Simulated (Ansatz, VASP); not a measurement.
**One calculation of SnO2, two programs**

```
CELL_PARAMETERS angstrom
-3.23725 0.00000 0.00000
-1.61863 -2.80354 0.00000
0.00000 0.00000 14.37548
ATOMIC_POSITIONS crystal
Sn 0.66667 0.66667 0.44781
Sn 0.00000 0.00000 0.14926
Sn 0.33333 0.33333 0.74636
O 0.66667 0.66667 0.21817
O 0.00000 0.00000 0.81527
O 0.33333 0.33333 0.51672
O 0.66667 0.66667 0.67746
O 0.00000 0.00000 0.37891
O 0.33333 0.33333 0.08036
```

Alike in both runs: task single point; functional PBE; dispersion D3(BJ); k mesh 9 × 9 × 2; occupations gaussian, width 0.05 eV; no spin polarisation.

```csv
,VASP,Ansatz
version,VASP 6.6.1,Ansatz 0.2.0
potentials or method,"VASP PAW PBE potentials, release 64 (Sn_d, O), cutoff 520 eV","scalar-relativistic, plane waves, PAW"
valence electrons in the cell,78,78
```

VASP gave:

* gap on the k mesh at the Fermi level (eV): 1.86
* least direct gap on the mesh (eV): 1.99
* pressure (GPa): 0.3
* traceless stress, the component that is largest in VASP (GPa): -0.07
* rms of the force components (eV/Å): 0.081

Q: Which values does Ansatz return?

A: gap on the k mesh at the Fermi level (eV): 1.88; least direct gap on the mesh (eV): 2.01; pressure (GPa): -0.3; traceless stress, the component that is largest in VASP (GPa): 0.33; rms of the force components (eV/Å): 0.064.

Atom by atom the forces differ by 0.026 eV/Å (rms over components).
